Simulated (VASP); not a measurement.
A run of VASP 6.6.1 is set up as follows.

File INCAR:

```
PREC     = Accurate       # precision mode
ENCUT    = 520            # plane-wave cutoff, eV
EDIFF    = 1E-7           # SCF threshold, eV
ISMEAR   = 0              # smearing method
SIGMA    = 0.1            # smearing width, eV
LREAL    = False          # projectors in reciprocal space
LASPH    = True           # aspherical terms in the spheres
NELM     = 100            # most SCF steps
ALGO     = Normal         # electronic algorithm
ISIF     = 2              # what is computed and relaxed
LWAVE    = False          # write WAVECAR
LCHARG   = True           # write CHGCAR
GGA      = PE             # functional
LELF     = True           # ELF
LVHAR    = True         
NBANDS   = 15             # bands
```

KPOINTS

```
regular mesh
0
Gamma
  16 16 16
```

Contents of POSCAR:

```
Al3N
1.0
   -1.9356271750      1.8998055007      4.2263425895
    1.9356271750     -1.8998055007      4.2263425895
    1.9356271750      1.8998055007     -4.2263425895
Al N
3 1
Direct
    0.2244840624      0.7244840624      0.5000000000
    0.7755159376      0.2755159376      0.5000000000
    0.0000000000      0.0000000000      0.0000000000
    0.0000000000      0.5000000000      0.5000000000
```

Potentials or basis: VASP PAW PBE potentials, release 64 (Al, N).

Run with:

```bash
$ cat potpaw_PBE.64/Al/POTCAR potpaw_PBE.64/N/POTCAR > POTCAR
$ mpirun -np 1 vasp_std > vasp.out
```

Q: Predict the band gap on the k mesh.

A: Zero (band 7 reaches 8.10 eV, above the bottom of band 8 at 4.36 eV).

Q: What does it give for the pressure?

A: -0.1 GPa.

Forces in eV/Å, atoms in the order of the input:
```
Al   0.000  0.000 -0.006
Al   0.000  0.000  0.006
Al   0.000  0.000  0.000
N    0.000  0.000  0.000
```
